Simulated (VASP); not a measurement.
# VH2 (I4/mmm) in VASP: further runs

The runs below take VH2 through single point, with r2SCAN.

Everything below comes from runs of VASP 6.6.1. Logs are shortened: lines on timing, memory, paths and dates and some standing lists are left out, and cuts for length are marked.

## (1) The cell of the first run

It takes space group I4/mmm (No. 139, tetragonal). Conventional cell: a = 3.050 Å, b = 3.050 Å, c = 4.090 Å, α = 90.00°, β = 90.00°, γ = 90.00°. Within 2.4 Å of V (site symmetry 4/mmm) lie 8 H at 1.84 Å. Within 2.4 Å of H (site symmetry -4m2) lie 4 V at 1.84 Å and 6 H at 2.05 to 2.16 Å.

## (2) Single point, r2SCAN (biaxial strain in the a-b plane: +3.0 %, then relaxed in part)

The input, POSCAR:

```
VH2
1.0
    2.1565669915      2.1565669915      0.0000000000
   -2.1565669915      2.1565669915      0.0000000000
    0.0000000000      0.0000000000      4.0904395537
V H
2 4
Direct
    0.0000000000      0.0000000000      0.0000000000
    0.5000000000      0.5000000000      0.5000000000
    0.0000000000      0.5000000000      0.7500000000
    0.5000000000      0.0000000000      0.7500000000
    0.5000000000      0.0000000000      0.2500000000
    0.0000000000      0.5000000000      0.2500000000
```

The input, INCAR.step1:

```
SYSTEM = VH2
ALGO     = Normal         ! electronic algorithm
EDIFF    = 1E-4           ! SCF threshold, eV
ENCUT    = 520            ! plane-wave cutoff, eV
GGA      = PE             ! functional
ISMEAR   = 0              ! smearing method
LASPH    = .True.         ! aspherical terms in the spheres
LCHARG   = .False.        ! write CHGCAR
LREAL    = .False.        ! projectors in reciprocal space
LWAVE    = .True.         ! write WAVECAR
NBANDS   = 24             ! bands
NELM     = 60             ! most SCF steps
PREC     = Accurate       ! precision mode
SIGMA    = 0.1            ! smearing width, eV
```

The input, INCAR.step2:

```
SYSTEM = VH2
ALGO     = Normal         ! electronic algorithm
EDIFF    = 1E-7           ! SCF threshold, eV
ENCUT    = 520            ! plane-wave cutoff, eV
ISIF     = 2              ! what is computed and relaxed
ISMEAR   = 0              ! smearing method
ISTART   = 1            
LASPH    = .True.         ! aspherical terms in the spheres
LCHARG   = .False.        ! write CHGCAR
LMIXTAU  = .True.       
LREAL    = .False.        ! projectors in reciprocal space
LWAVE    = .False.        ! write WAVECAR
METAGGA  = R2SCAN         ! meta-GGA
NBANDS   = 24             ! bands
NELM     = 60             ! most SCF steps
PREC     = Accurate       ! precision mode
SIGMA    = 0.1            ! smearing width, eV
```

The input, KPOINTS:

```
k-points
0
Gamma
  12 12 8
  0 0 0
```

Potentials or basis: VASP PAW PBE potentials, release 64 (V_sv, H).

The run is started by

```sh
> cat potpaw_PBE.64/V_sv/POTCAR potpaw_PBE.64/H/POTCAR > POTCAR
> cp INCAR.step1 INCAR
> mpirun -np 1 vasp_std > vasp.out
> cp INCAR.step2 INCAR
> mpirun -np 1 vasp_std > vasp.out
```

OUTCAR:

```text
SYSTEM = VH2
   EDIFF = 1E-7
   ENCUT = 520
   ISIF = 2
   ISMEAR = 0
   ISTART = 1
   LASPH = .True.
   LREAL = .False.
   METAGGA = R2SCAN
   NELM = 60
   PREC = Accurate

 ion  position               nearest neighbor table
   1  0.000  0.000  0.000-   3 1.84   4 1.84   5 1.84   6 1.84   3 1.84   6 1.84   4 1.84   5 1.84

   2  0.500  0.500  0.500-   3 1.84   4 1.84   5 1.84   6 1.84   4 1.84   5 1.84   3 1.84   6 1.84

   3  0.000  0.500  0.750-   1 1.84   2 1.84   1 1.84   2 1.84
   4  0.500  0.000  0.750-   1 1.84   2 1.84   2 1.84   1 1.84
   5  0.500  0.000  0.250-   1 1.84   2 1.84   2 1.84   1 1.84
   6  0.000  0.500  0.250-   1 1.84   2 1.84   1 1.84   2 1.84

  LATTYP: Found a simple tetragonal cell.
 ALAT       =     3.0498462875
 C/A-ratio  =     1.3411953155

  Lattice vectors:

 A1 = (   2.1565669915,   2.1565669915,   0.0000000000)
 A2 = (  -2.1565669915,   2.1565669915,   0.0000000000)
 A3 = (   0.0000000000,   0.0000000000,   4.0904395537)

Analysis of symmetry for initial positions (statically):
=====================================================================
 Subroutine PRICEL returns following result:

  LATTYP: Found a body centered tetragonal cell.
 ALAT       =     3.0498462875
 C/A-ratio  =     1.3411953155

  Lattice vectors:

 A1 = (   0.0000000000,  -2.1565669915,  -2.0452197768)
 A2 = (   0.0000000000,   2.1565669915,  -2.0452197769)
 A3 = (   2.1565669915,   0.0000000000,   2.0452197768)

   2 primitive cells build up your supercell.

 Routine SETGRP: Setting up the symmetry group for a
 simple tetragonal supercell.

 Subroutine GETGRP returns: Found 16 space group operations
 (whereof 16 operations were pure point group operations)
 out of a pool of 16 trial point group operations.

The static configuration has the point symmetry D_4h.

Analysis of symmetry for dynamics (positions and initial velocities):
=====================================================================
 Subroutine PRICEL returns following result:

  LATTYP: Found a body centered tetragonal cell.
 ALAT       =     3.0498462875
 C/A-ratio  =     1.3411953155

  Lattice vectors:

 A1 = (   0.0000000000,  -2.1565669915,  -2.0452197768)
 A2 = (   0.0000000000,   2.1565669915,  -2.0452197769)
 A3 = (   2.1565669915,   0.0000000000,   2.0452197768)

   2 primitive cells build up your supercell.

 Routine SETGRP: Setting up the symmetry group for a
 simple tetragonal supercell.

 Subroutine GETGRP returns: Found 16 space group operations
 (whereof 16 operations were pure point group operations)
 out of a pool of 16 trial point group operations.

The dynamic configuration has the point symmetry D_4h.

 Subroutine INISYM returns: Found 16 space group operations
 (whereof 16 operations are pure point group operations),
 and found     2 'primitive' translations

----------------------------------------------------------------------------------------

                                     Primitive cell

  volume of cell :      19.0237

  direct lattice vectors                    reciprocal lattice vectors
     0.000000000 -2.156566992 -2.045219777     0.231849974 -0.231849974 -0.244472504
     0.000000000  2.156566992 -2.045219777     0.231849974  0.231849974 -0.244472504
     2.156566992  0.000000000  2.045219777     0.463699947  0.000000000  0.000000000

  length of vectors
     2.972154963  2.972154963  2.972154963     0.408993430  0.408993430  0.463699947

  position of ions in fractional coordinates (direct lattice)
     0.000000000  0.000000000  0.000000000
     0.750000000  0.250000000  0.500000000
     0.250000000  0.750000000  0.500000000

  ion indices of the primitive-cell ions
   primitive index   ion index
                 1           1
                 2           3
                 3           4

----------------------------------------------------------------------------------------

 KPOINTS: k-points

Automatic generation of k-mesh.
 Grid dimensions read from file:
 generate k-points for:   12   12    8

 Generating k-lattice:

  Cartesian coordinates                     Fractional coordinates (reciprocal lattice)
     0.019320831  0.019320831  0.000000000     0.083333333  0.000000000  0.000000000
    -0.019320831  0.019320831  0.000000000     0.000000000  0.083333333  0.000000000
     0.000000000  0.000000000  0.030559063     0.000000000  0.000000000  0.125000000

  Length of vectors
     0.027323781  0.027323781  0.030559063

  Shift w.r.t. Gamma in fractional coordinates (k-lattice)
     0.000000000  0.000000000  0.000000000

 Subroutine IBZKPT returns following result:
 ===========================================

 Found    140 irreducible k-points:

 Following reciprocal coordinates:
            Coordinates               Weight
  0.000000  0.000000  0.000000      1.000000
  0.083333  0.000000  0.000000      4.000000
  0.166667  0.000000  0.000000      4.000000
  0.250000  0.000000  0.000000      4.000000
  0.333333  0.000000  0.000000      4.000000
  0.416667  0.000000  0.000000      4.000000
[... 16 lines left out ...]
  0.333333  0.333333  0.000000      4.000000
  0.416667  0.333333  0.000000      8.000000
 [... further k-points ...]
   k-points           NKPTS =    140   k-points in BZ     NKDIM =    140   number of bands    NBANDS=     24
   number of dos      NEDOS =    301   number of ions     NIONS =      6
   total plane-waves  NPLWV =  17280
   dimension x,y,z NGX =    24 NGY =   24 NGZ =   30
   dimension x,y,z NGXF=    48 NGYF=   48 NGZF=   60
   ions per type =               2   4
   NGX,Y,Z   is equivalent  to a cutoff of  13.08, 13.08, 12.19 a.u.
   NGXF,Y,Z  is equivalent  to a cutoff of  26.16, 26.16, 24.39 a.u.
 SYSTEM =  VH2
   PREC   = accura    normal or accurate (medium, high low for compatibility)
   ISTART =      1    job   : 0-new  1-cont  2-samecut
   ICHARG =      0    charge: 1-file 2-atom 10-const
   ISPIN  =      1    spin polarized calculation?
   LNONCOLLINEAR =      F non collinear calculations
   LSORBIT =      F    spin-orbit coupling
   LASPH  =      T    aspherical Exc in radial PAW
   ENCUT  =  520.0 eV  38.22 Ry    6.18 a.u.   5.67  5.67  7.61*2*pi/ulx,y,z
   NELM   =     60;   NELMIN=  2; NELMDL=  0     # of ELM steps
   EDIFF  = 0.1E-06   stopping-criterion for ELM
   LREAL  =      F    real-space projection
   EDIFFG = 0.1E-05   stopping-criterion for IOM
   NSW    =      0    number of steps for IOM
   IBRION =     -1    ionic relax: 0-MD 1-quasi-New 2-CG
   NFREE  =      0    steps in history (QN), initial steepest desc. (CG)
   ISIF   =      2    stress and relaxation
   ISYM   =      2    0-nonsym 1-usesym 2-fastsym
   POTIM  = 0.5000    time-step for ionic-motion
   TEBEG  =    0.0;   TEEND  =   0.0 temperature during run
   PSTRESS=    0.0 pullay stress
   NELECT =      30.0000    total number of electrons
   NUPDOWN=      -1.0000    fix difference up-down
   EMIN   =  10.00;   EMAX   =-10.00  energy-range for DOS
   EFERMI =   0.00;   METHOD = LEGACY
   ISMEAR =     0;   SIGMA  =   0.10  broadening in eV -4-tet -1-fermi 0-gaus
   EFERMI_NEDOS =   21; number of points for ismear=-14 and -15
   IALGO  =     38    algorithm
   IMIX   =      4    mixing-type and parameters
     AMIX     =   0.40;   BMIX     =  1.00
     AMIX_MAG =   1.60;   BMIX_MAG =  1.00
  volume/ion in A,a.u.               =       6.34        42.79
  Fermi-wavevector in a.u.,A,eV,Ry     =   1.512423  2.858065 31.122286  2.287423
  Thomas-Fermi vector in A             =   2.622349
   LORBIT       =      0    0 simple, 1 ext, 2 COOP (PROOUT), +10 PAW based schemes
   METAGGA = R2SCAN    functional components
   LHFCALC =     F    Hartree Fock is set to
   AEXX    =    0.0000 exact exchange contribution
   IVDW    =     0    specifies the selected vdW correction
   LEPSILON=     F    determine dielectric tensor
   LRPA    =     F    only Hartree local field effects (RPA)
 non-spin polarized calculation
 Gauss-broadening in eV      SIGMA  =   0.10
  energy-cutoff  :      520.00
  volume of cell :       38.05
 maximum number of plane-waves:      1044
 NGX is ok and might be reduce to    24
   NGX = 11   NGY = 11   NGZ = 15

 number of electron      29.9999988 magnetization

 Free energy of the ion-electron system (eV)
  ---------------------------------------------------
  ext. energy  EPLUGINS =         0.00000000
  ---------------------------------------------------
  free energy    TOTEN  =       -43.42284199 eV

  energy without entropy =      -43.40783281  energy(sigma->0) =      -43.41533740

 E-fermi :   8.4496     XC(G=0): -13.1428

 val. band max:        8.4490723186   @ k =   0.2500   0.0000   0.2500
 cond. band min:       8.4522196083   @ k =   0.2500   0.1667   0.3750
 fundamental gap:      0.0031472897
 Fermi energy:         8.4495616003

 k-point     1 :       0.0000    0.0000    0.0000
  band No.  band energies     occupation
      1     -58.8334      2.00000
      2     -58.7542      2.00000
      3     -31.7459      2.00000
      4     -31.5408      2.00000
      5     -31.5408      2.00000
      6     -31.3962      2.00000
[... 16 lines left out ...]
     23      16.2168      0.00000
     24      16.2168      0.00000

 k-point     2 :       0.0833    0.0000    0.0000
  band No.  band energies     occupation
      1     -58.8310      2.00000
      2     -58.7545      2.00000
      3     -31.7383      2.00000
      4     -31.5501      2.00000
      5     -31.5375      2.00000
      6     -31.4107      2.00000
[... 16 lines left out ...]
     23      16.1856      0.00000
     24      16.4950      0.00000

 k-point     3 :       0.1667    0.0000    0.0000
  band No.  band energies     occupation
      1     -58.8244      2.00000
      2     -58.7558      2.00000
      3     -31.7161      2.00000
      4     -31.5748      2.00000
      5     -31.5281      2.00000
      6     -31.4505      2.00000
[... 16 lines left out ...]
     23      16.1415      0.00000
     24      17.2539      0.00000

 k-point     4 :       0.2500    0.0000    0.0000
  band No.  band energies     occupation
      1     -58.8144      2.00000
      2     -58.7584      2.00000
      3     -31.6817      2.00000
      4     -31.6069      2.00000
      5     -31.5136      2.00000
      6     -31.5061      2.00000
[... 16 lines left out ...]
     23      16.1200      0.00000
     24      18.3518      0.00000

 k-point     5 :       0.3333    0.0000    0.0000
  band No.  band energies     occupation
      1     -58.8025      2.00000
      2     -58.7629      2.00000
      3     -31.6385      2.00000
      4     -31.6355      2.00000
      5     -31.5647      2.00000
      6     -31.4956      2.00000
[... 451 lines left out ...]
 k-point    22 :       0.5000    0.2500    0.0000
  band No.  band energies     occupation
      1     -58.7717      2.00000
      2     -58.7717      2.00000
      3     -31.6931      2.00000
      4     -31.6931      2.00000
      5     -31.5299      2.00000
      6     -31.5299      2.00000
[... 16 lines left out ...]
     23      16.4589      0.00000
     24      16.4589      0.00000

 k-point    23 :       0.3333    0.3333    0.0000
  band No.  band energies     occupation
      1     -58.7816      2.00000
      2     -58.7618      2.00000
      3     -31.7042      2.00000
      4     -31.6713      2.00000
      5     -31.5751      2.00000
      6     -31.5064      2.00000
[... 16 lines left out ...]
     23      15.3512      0.00000
     24      16.4321      0.00000

 k-point    24 :       0.4167    0.3333    0.0000
  band No.  band energies     occupation
      1     -58.7742      2.00000
      2     -58.7639      2.00000
      3     -31.7228      2.00000
      4     -31.7059      2.00000
      5     -31.5488      2.00000
      6     -31.5018      2.00000
[... 16 lines left out ...]
     23      15.5598      0.00000
     24      16.4629      0.00000

 [... further k-points ...]

------------------------ aborting loop because EDIFF is reached ----------------------------------------

  FORCE on cell =-STRESS in cart. coord.  units (eV):
  Direction    XX          YY          ZZ          XY          YZ          ZX
  --------------------------------------------------------------------------------------
  -------------------------------------------------------------------------------------
  Total       -2.0904938     -2.0904938      0.0714338      0.0000000      0.0000000     -0.0000000
  in kB      -88.0305832    -88.0305832      3.0080733      0.0000000      0.0000000     -0.0000000
  external PRESSURE =     -57.6843644 kB  Pullay stress =       0.0000000 kB

 VOLUME and BASIS-vectors are now :
 -----------------------------------------------------------------------------
  energy-cutoff  :      520.00
  volume of cell :       38.05
      direct lattice vectors                 reciprocal lattice vectors
     2.156566992  2.156566992  0.000000000     0.231849974  0.231849974  0.000000000
    -2.156566992  2.156566992  0.000000000    -0.231849974  0.231849974  0.000000000
     0.000000000  0.000000000  4.090439554     0.000000000  0.000000000  0.244472504

 POSITION                                       TOTAL-FORCE (eV/Angst)
 -----------------------------------------------------------------------------------
      0.00000      0.00000      0.00000        -0.000000      0.000000      0.000000
      0.00000      2.15657      2.04522         0.000000     -0.000000     -0.000000
     -1.07828      1.07828      3.06783        -0.000000      0.000000      0.000000
      1.07828      1.07828      3.06783        -0.000000      0.000000      0.000000
      1.07828      1.07828      1.02261        -0.000000      0.000000      0.000000
     -1.07828      1.07828      1.02261        -0.000000      0.000000      0.000000
 -----------------------------------------------------------------------------------
    total drift:                               -0.000000      0.000000     -0.000000

  FREE ENERGIE OF THE ION-ELECTRON SYSTEM (eV)
  ---------------------------------------------------
  free  energy   TOTEN  =       -43.4228419922 eV

  energy  without entropy=      -43.4078328083  energy(sigma->0) =      -43.41533740
```

Wall time 8.2 min (1 thread of Intel Xeon 8259CL, shared host); peak memory 0.23 GiB.

What came out:

```
Free energy            : -43.4228 eV
Pressure               : -5.8 GPa
Band gap on the k mesh : zero (bands 15 and 16 overlap by 2.33 eV)
```

Stress tensor (GPa, compression positive):
```
-8.80  0.00  0.00
 0.00 -8.80  0.00
 0.00  0.00  0.30
```

Levels at points of the mesh, in eV from the Fermi level:
```
           k point  band 11  band 12  band 13  band 14  band 15  band 16  band 17  band 18  band 19  band 20
(0.00, 0.00, 0.00)    -5.66    -3.68    -1.12    -1.12    -0.80     0.54     0.85     0.94     1.60     1.68
(0.50, 0.00, 0.00)    -5.63    -5.63    -1.56    -1.56    -0.03    -0.03     0.30     0.30     1.97     1.97
(0.50, 0.50, 0.00)    -6.49    -6.49    -3.78    -3.78     1.54     1.54     1.62     1.62     1.79     1.79
(0.00, 0.00, 0.50)    -5.31    -5.31    -0.52    -0.52    -0.14    -0.14    -0.14    -0.14     1.05     1.05
(0.50, 0.00, 0.50)    -6.17    -6.17    -1.10    -1.10    -0.66    -0.66     1.47     1.47     1.62     1.62
(0.50, 0.50, 0.50)    -6.67    -6.67    -2.72    -2.72     0.48     0.48     1.55     1.55     3.54     3.54
```

Caveat: the cell differs from its parent crystal (biaxial strain in the a-b plane: +3.0 %, then relaxed in part); the stress differs along the axes, from -9 to 0 GPa; the PAW data sets were made with another functional, which shifts forces and pressure a little.

[end of part 1 of 2]
